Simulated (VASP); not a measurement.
**TiAu: single point with LDA**

TiAu:

```
Ti Au
1.0
     2.98648    0.00000    0.00000
    -1.49324    2.58636    0.00000
     0.00000    0.00000    4.55402
Ti Au
1 1
Direct
  0.00000 0.00000 0.00000
  0.33333 0.66667 0.50000
```

| Property | Result |
| --- | --- |
| Program | VASP 6.6.1 |
| Task | single point |
| Functional | LDA |
| Potentials or basis | VASP PAW LDA potentials, release 64 (Ti_sv, Au) |
| Cutoff | 500 eV |
| k mesh | 9 × 9 × 5 |
| Occupations | methfessel-paxton, width 0.1 eV |
| Spin | collinear spin, ferromagnetic start |
| Starting moments | [0.43, 0.02] μB |
| Dipole correction | no |
| Further INCAR settings | ALGO = Normal; EDIFF = 1e-06; NBANDS = 22 |

```yaml
Pressure: -10.8 GPa
Net_moment: 0.52 μB per cell
Site_moments: Ti +0.35; Au +0.02 μB
Valence_electrons_inside_the_program's_atomic_spheres: Ti 10.19; Au 9.72
```

Stress tensor (GPa, compression positive):
```
-10.52   0.00   0.00
  0.00 -10.52   0.00
  0.00   0.00 -11.51
```

Levels at points of the mesh, in eV from the Fermi level:
Spin up:
| k point | band 9 | band 10 | band 11 | band 12 | band 13 | band 14 | band 15 | band 16 |
| --- | --- | --- | --- | --- | --- | --- | --- | --- |
| (0.00, 0.00, 0.00) | -3.75 | -3.75 | -1.07 | 0.09 | 0.61 | 0.61 | 2.04 | 2.04 |
Spin down:
| k point | band 7 | band 8 | band 9 | band 10 | band 11 | band 12 | band 13 | band 14 | band 15 | band 16 |
| --- | --- | --- | --- | --- | --- | --- | --- | --- | --- | --- |
| (0.00, 0.00, 0.00) | -4.68 | -4.68 | -3.74 | -3.74 | -0.81 | 0.22 | 0.94 | 0.94 | 2.28 | 2.28 |

It used 100 s of CPU time on 1 thread of AMD EPYC 7R13 Processor (Zen 3), on a shared host.

Caveat: spin-orbit coupling is left out, which moves the levels of the heavy elements.
